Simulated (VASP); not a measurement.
# SnO2 (Pnnm) in VASP: further runs

SnO2 is run at these levels: PBE; tasks: single point.

All numbers are computed with VASP 6.6.1; they aren't measurements. Logs are shortened: lines on timing, memory, paths and dates and some standing lists are left out, and cuts for length are marked.

## 1. The cell of the first run

It takes space group Pnnm (No. 58, orthorhombic). Conventional cell: a = 4.659 Å, b = 4.659 Å, c = 3.465 Å, α = 90.00°, β = 90.00°, γ = 90.00°. Sn (site symmetry 2/m) has 6 O at 2.03 to 2.16 Å within 2.7 Å. O (site symmetry m) has 3 Sn at 2.03 to 2.16 Å and 1 O at 2.59 Å within 2.7 Å.

## 2. Single point, PBE (mode 4 frozen in at -0.252 Å, strain +e along z and -e/2 along x and y +0.0700)

File INCAR:

```
SYSTEM = SnO2
ALGO = Normal
EDIFF = 1E-7
ENCUT = 520
GGA = PE
ISIF = 2
ISMEAR = 0
LASPH = .TRUE.
LCHARG = .FALSE.
LREAL = .FALSE.
LWAVE = .FALSE.
NBANDS = 35
NELM = 60
PREC = Accurate
SIGMA = 0.05
```

File KPOINTS:

```
k-points
0
G
  6 6 8
  0 0 0
```

File POSCAR:

```
SnO2
1.0
    4.6588205247      0.0000000000      0.0000000000
    0.0000000000      4.6588337298      0.0000000000
    0.0000000000      0.0000000000      3.4645545711
Sn O
2 4
Direct
    0.5000000000      0.5000000000      0.5000000000
    0.0000000000      0.0000000000      0.0000000000
    0.2696607915      0.3435373615      0.0000000000
    0.7696607915      0.1564626385      0.5000000000
    0.2303392085      0.8435373615      0.5000000000
    0.7303392085      0.6564626385      0.0000000000
```

Potentials or basis: VASP PAW PBE potentials, release 64 (Sn_d, O).

On the command line:

```sh
$ cat potpaw_PBE.64/Sn_d/POTCAR potpaw_PBE.64/O/POTCAR > POTCAR
$ mpirun -np 1 vasp_std > vasp.out
```

OUTCAR:

```text
SYSTEM = SnO2
   EDIFF = 1E-7
   ENCUT = 520
   GGA = PE
   ISIF = 2
   ISMEAR = 0
   LASPH = .TRUE.
   LREAL = .FALSE.
   NELM = 60
   PREC = Accurate

 ion  position               nearest neighbor table
   1  0.500  0.500  0.500-   4 2.03   5 2.03   3 2.16   6 2.16   3 2.16   6 2.16   2 3.72   2 3.72
                             2 3.72   2 3.72   2 3.72   2 3.72   2 3.72   2 3.72
   2  0.000  0.000  0.000-   3 2.03   6 2.03   5 2.16   4 2.16   4 2.16   5 2.16   1 3.72   1 3.72
                             1 3.72   1 3.72   1 3.72   1 3.72   1 3.72   1 3.72
   3  0.270  0.344  0.000-   2 2.03   1 2.16   1 2.16
   4  0.770  0.156  0.500-   1 2.03   2 2.16   2 2.16
   5  0.230  0.844  0.500-   1 2.03   2 2.16   2 2.16
   6  0.730  0.656  0.000-   2 2.03   1 2.16   1 2.16

  LATTYP: Found a simple tetragonal cell.
 ALAT       =     4.6588205247
 C/A-ratio  =     0.7436548699

  Lattice vectors:

 A1 = (   4.6588205247,   0.0000000000,   0.0000000000)
 A2 = (   0.0000000000,   4.6588337298,   0.0000000000)
 A3 = (   0.0000000000,   0.0000000000,   3.4645545711)

Analysis of symmetry for initial positions (statically):
=====================================================================
 Subroutine PRICEL returns:
 Original cell was already a primitive cell.

 Routine SETGRP: Setting up the symmetry group for a
 simple tetragonal supercell.

 Subroutine GETGRP returns: Found  8 space group operations
 (whereof  4 operations were pure point group operations)
 out of a pool of 16 trial point group operations.

The static configuration has the point symmetry C_2h.
 The point group associated with its full space group is D_2h.

Analysis of symmetry for dynamics (positions and initial velocities):
=====================================================================
 Subroutine PRICEL returns:
 Original cell was already a primitive cell.

 Routine SETGRP: Setting up the symmetry group for a
 simple tetragonal supercell.

 Subroutine GETGRP returns: Found  8 space group operations
 (whereof  4 operations were pure point group operations)
 out of a pool of 16 trial point group operations.

The dynamic configuration has the point symmetry C_2h.
 The point group associated with its full space group is D_2h.

 Subroutine INISYM returns: Found  8 space group operations
 (whereof  4 operations are pure point group operations),
 and found     1 'primitive' translations

----------------------------------------------------------------------------------------

                                     Primitive cell

  volume of cell :      75.1970
[... 97 lines left out ...]
   EDIFF  = 0.1E-06   stopping-criterion for ELM
   LREAL  =      F    real-space projection
   EDIFFG = 0.1E-05   stopping-criterion for IOM
   NSW    =      0    number of steps for IOM
   IBRION =     -1    ionic relax: 0-MD 1-quasi-New 2-CG
   NFREE  =      0    steps in history (QN), initial steepest desc. (CG)
   ISIF   =      2    stress and relaxation
   ISYM   =      2    0-nonsym 1-usesym 2-fastsym
   POTIM  = 0.5000    time-step for ionic-motion
   TEBEG  =    0.0;   TEEND  =   0.0 temperature during run
   PSTRESS=    0.0 pullay stress
   NELECT =      52.0000    total number of electrons
   NUPDOWN=      -1.0000    fix difference up-down
   EMIN   =  10.00;   EMAX   =-10.00  energy-range for DOS
   EFERMI =   0.00;   METHOD = LEGACY
   ISMEAR =     0;   SIGMA  =   0.05  broadening in eV -4-tet -1-fermi 0-gaus
   EFERMI_NEDOS =   21; number of points for ismear=-14 and -15
   IALGO  =     38    algorithm
   IMIX   =      4    mixing-type and parameters
     AMIX     =   0.40;   BMIX     =  1.00
     AMIX_MAG =   1.60;   BMIX_MAG =  1.00
  volume/ion in A,a.u.               =      12.53        84.58
  Fermi-wavevector in a.u.,A,eV,Ry     =   1.447691  2.735738 28.515199  2.095808
  Thomas-Fermi vector in A             =   2.565617
   LORBIT       =      0    0 simple, 1 ext, 2 COOP (PROOUT), +10 PAW based schemes
   GGA     = PE    functional components
   LHFCALC =     F    Hartree Fock is set to
   AEXX    =    0.0000 exact exchange contribution
   IVDW    =     0    specifies the selected vdW correction
   LEPSILON=     F    determine dielectric tensor
   LRPA    =     F    only Hartree local field effects (RPA)
 non-spin polarized calculation
 Gauss-broadening in eV      SIGMA  =   0.05
  energy-cutoff  :      520.00
  volume of cell :       75.20
 maximum number of plane-waves:      2045
 NGX is ok and might be reduce to    36
   NGX = 17   NGY = 17   NGZ = 13

 number of electron      51.9999960 magnetization

 Free energy of the ion-electron system (eV)
  ---------------------------------------------------
  ext. energy  EPLUGINS =         0.00000000
  ---------------------------------------------------
  free energy    TOTEN  =       -36.89425753 eV

  energy without entropy =      -36.89425753  energy(sigma->0) =      -36.89425753

 E-fermi :   5.5920     XC(G=0): -11.0647

 val. band max:        5.2966552710   @ k =   0.3333   0.0000   0.0000
 cond. band min:       6.2117784357   @ k =   0.0000   0.0000   0.0000
 fundamental gap:      0.9151231647
 Fermi energy:         5.5919926816

 k-point     1 :       0.0000    0.0000    0.0000
  band No.  band energies     occupation
      1     -15.3743      2.00000
      2     -14.6491      2.00000
      3     -14.6287      2.00000
      4     -14.6214      2.00000
      5     -14.5867      2.00000
      6     -14.5748      2.00000
[... 901 lines left out ...]
     34      17.3669      0.00000
     35      18.0133      0.00000

 [... further k-points ...]
[... 5 lines left out ...]
  --------------------------------------------------------------------------------------
  -------------------------------------------------------------------------------------
  Total        1.2517535      1.6201567     -7.0233301      0.0000000      0.0000000      0.0000000
  in kB       26.6703541     34.5196992   -149.6418498      0.0000000      0.0000000      0.0000000
  external PRESSURE =     -29.4839321 kB  Pullay stress =       0.0000000 kB

 VOLUME and BASIS-vectors are now :
 -----------------------------------------------------------------------------
  energy-cutoff  :      520.00
  volume of cell :       75.20
      direct lattice vectors                 reciprocal lattice vectors
     4.658820525  0.000000000  0.000000000     0.214646603  0.000000000  0.000000000
     0.000000000  4.658833730  0.000000000     0.000000000  0.214645995  0.000000000
     0.000000000  0.000000000  3.464554571     0.000000000  0.000000000  0.288637393

 POSITION                                       TOTAL-FORCE (eV/Angst)
 -----------------------------------------------------------------------------------
      2.32941      2.32942      1.73228        -0.000000      0.000000      0.000000
      0.00000      0.00000      0.00000        -0.000000      0.000000      0.000000
      1.25630      1.60048      0.00000         0.458621      0.007058      0.000000
      3.58571      0.72893      1.73228         0.458621     -0.007058      0.000000
      1.07311      3.92990      1.73228        -0.458621      0.007058     -0.000000
      3.40252      3.05835      0.00000        -0.458621     -0.007058      0.000000
 -----------------------------------------------------------------------------------
    total drift:                                0.000000      0.000000      0.000000

  FREE ENERGIE OF THE ION-ELECTRON SYSTEM (eV)
  ---------------------------------------------------
  free  energy   TOTEN  =       -36.8942575264 eV

  energy  without entropy=      -36.8942575264  energy(sigma->0) =      -36.89425753
```

OSZICAR:

```text
N       E                     dE             d eps       ncg     rms          rms(c)
DAV:   1     0.628928349047E+03    0.62893E+03   -0.25585E+04  6159   0.230E+03
DAV:   2     0.586769086690E+02   -0.57025E+03   -0.53831E+03  6016   0.604E+02
DAV:   3    -0.379624125962E+02   -0.96639E+02   -0.94815E+02  6171   0.207E+02
DAV:   4    -0.429698661506E+02   -0.50075E+01   -0.49697E+01  6993   0.508E+01
DAV:   5    -0.431030922951E+02   -0.13323E+00   -0.13301E+00  6944   0.872E+00    0.155E+01
DAV:   6    -0.368439175559E+02    0.62592E+01   -0.17996E+01  8861   0.652E+01    0.589E+00
DAV:   7    -0.369345572883E+02   -0.90640E-01   -0.20659E+00  6181   0.812E+00    0.314E+00
DAV:   8    -0.369037473823E+02    0.30810E-01   -0.22994E-01  8190   0.404E+00    0.752E-01
DAV:   9    -0.368932693833E+02    0.10478E-01   -0.41227E-02  9125   0.283E+00    0.129E-01
DAV:  10    -0.368941829575E+02   -0.91357E-03   -0.48523E-03  7214   0.653E-01    0.516E-02
DAV:  11    -0.368942588619E+02   -0.75904E-04   -0.28006E-04  8959   0.166E-01    0.260E-02
DAV:  12    -0.368942607289E+02   -0.18671E-05   -0.20304E-05  6509   0.296E-02    0.174E-02
DAV:  13    -0.368942574378E+02    0.32911E-05   -0.10104E-05  7792   0.317E-02    0.153E-03
DAV:  14    -0.368942575264E+02   -0.88595E-07   -0.90976E-07  6665   0.647E-03
   1 F= -.36894258E+02 E0= -.36894258E+02  d E =-.158082E-18
```

stdout:

```text
POSCAR found type information on POSCAR SnO
 POSCAR found :  2 types and       6 ions
 scaLAPACK will be used
 LDA part: xc-table for (Slater+PW92), standard interpolation
 POSCAR, INCAR and KPOINTS ok, starting setup
 FFT: planning ... GRIDC
 FFT: planning ... GRID_SOFT
 FFT: planning ... GRID
 WAVECAR not read
 entering main loop
```

Run time: 98 s. Hardware: 1 thread of Intel Xeon 6975P-C (Granite Rapids), shared host; peak memory 0.29 GiB.

Results:

* Free energy: -36.8943 eV
* Pressure: -2.9 GPa
* Largest force: 0.459 eV/Å
* Band gap on the k mesh: 0.92 eV, indirect (least direct gap 1.07 eV)

Forces on the atoms (eV/Å):
```
Sn   0.000  0.000  0.000
Sn   0.000  0.000  0.000
O    0.459  0.007  0.000
O    0.459 -0.007  0.000
O   -0.459  0.007  0.000
O   -0.459 -0.007  0.000
```

Caveat: the cell differs from its parent crystal (mode 4 frozen in at -0.252 Å, strain +e along z and -e/2 along x and y +0.0700); spin-orbit coupling is left out, which moves the levels of the heavy elements. A k mesh can miss the band edges.

## 3. Single point, PBE (mode 4 frozen in at +0.252 Å, strain +e along z and -e/2 along x and y +0.0700)

File INCAR:

```
SYSTEM = SnO2
  ALGO = Normal
  EDIFF = 1E-6
  ENCUT = 520
  GGA = PE
  ISIF = 2
  ISMEAR = 0
  LASPH = .TRUE.
  LCHARG = .FALSE.
  LREAL = .FALSE.
  LWAVE = .FALSE.
  NBANDS = 35
  NELM = 60
  PREC = Accurate
  SIGMA = 0.05
```

KPOINTS is that of step 2.

File POSCAR:

```
SnO2
1.0
    4.6588205247      0.0000000000      0.0000000000
    0.0000000000      4.6588337298      0.0000000000
    0.0000000000      0.0000000000      3.4645545711
Sn O
2 4
Direct
    0.5000000000      0.5000000000      0.5000000000
    0.0000000000      0.0000000000      0.0000000000
    0.3434840913      0.2697233079      0.0000000000
    0.8434840913      0.2302766921      0.5000000000
    0.1565159087      0.7697233079      0.5000000000
    0.6565159087      0.7302766921      0.0000000000
```

Potentials or basis: VASP PAW PBE potentials, release 64 (Sn_d, O).

On the command line:

```sh
$ cat potpaw_PBE.64/Sn_d/POTCAR potpaw_PBE.64/O/POTCAR > POTCAR
$ mpirun -np 1 vasp_std > vasp.out
```

Run time: 79 s. Hardware: 1 thread of Intel Xeon 6975P-C (Granite Rapids), shared host; peak memory 0.29 GiB.

The run converged. Its results:

```yaml
Free_energy: -36.8948 eV
Pressure: -2.9 GPa
Largest_force: 0.457 eV/Å
Band_gap_on_the_k_mesh: 0.91 eV, indirect (least direct gap 1.07 eV)
```

Forces in eV/Å, atoms in the order of the input:
```
Sn   0.000  0.000  0.000
Sn   0.000  0.000  0.000
O    0.007  0.457  0.000
O    0.007 -0.457  0.000
O   -0.007  0.457  0.000
O   -0.007 -0.457  0.000
```

Stress tensor (GPa, compression positive):
```
  3.46   0.00   0.00
  0.00   2.67   0.00
  0.00   0.00 -14.96
```

Levels at points of the mesh, in eV from the valence-band top:
```tsv
k point	band 24	band 25	band 26	band 27	band 28	band 29
(0.00, 0.00, 0.00)	-0.29	-0.20	-0.16	0.91	5.04	5.78
(0.50, 0.00, 0.00)	-0.98	-0.19	-0.19	4.21	4.21	6.99
(0.00, 0.50, 0.00)	-0.97	-0.04	-0.04	3.74	3.74	5.92
(0.50, 0.50, 0.00)	-1.21	-0.21	-0.21	4.29	4.29	6.87
(0.00, 0.00, 0.50)	-1.28	-0.52	-0.52	5.49	5.49	9.40
(0.50, 0.00, 0.50)	-0.83	-0.11	-0.11	5.80	5.80	7.86
(0.00, 0.50, 0.50)	-0.45	-0.36	-0.36	5.91	5.91	8.48
(0.50, 0.50, 0.50)	-0.55	-0.15	-0.15	4.55	4.55	9.05
```

Caveat: the cell differs from its parent crystal (mode 4 frozen in at +0.252 Å, strain +e along z and -e/2 along x and y +0.0700); spin-orbit coupling is left out, which moves the levels of the heavy elements.
